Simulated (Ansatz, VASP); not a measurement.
**One calculation of Li2Se, two programs**

```
Li Se
1.0
     0.00000    2.97274    2.97274
     2.97274    0.00000    2.97274
     2.97274    2.97274    0.00000
Li Se
2 1
Direct
  0.25000 0.25000 0.25000
  0.75000 0.75000 0.75000
  0.00000 0.00000 0.00000
```

Alike in both runs: task single point; functional PBEsol; k mesh 8 × 8 × 8; occupations gaussian, width 0.05 eV; no spin polarisation.

|  | VASP | Ansatz |
| --- | --- | --- |
| version | VASP 6.6.1 | Ansatz 0.2.0 |
| potentials or method | VASP PAW PBE potentials, release 64 (Li_sv, Se), cutoff 750 eV | scalar-relativistic, plane waves, PAW |
| valence electrons in the cell | 12 | 22 |

Ansatz gave:

```
gap on the k mesh at the Fermi level (eV) : 2.82
least direct gap on the mesh (eV)         : 3.36
pressure (GPa)                            : 0.0
```

Problem. Estimate VASP's values.

Solution. gap on the k mesh at the Fermi level (eV): 2.81; least direct gap on the mesh (eV): 3.36; pressure (GPa): 0.0.

VASP's potentials were made for PBE, not for PBEsol. With one functional, cell and mesh, what is left measures potentials, basis and numerics. VASP's potentials hold 12 valence electrons a cell and Ansatz's 22, so a difference there can come from the potentials and not from the codes.
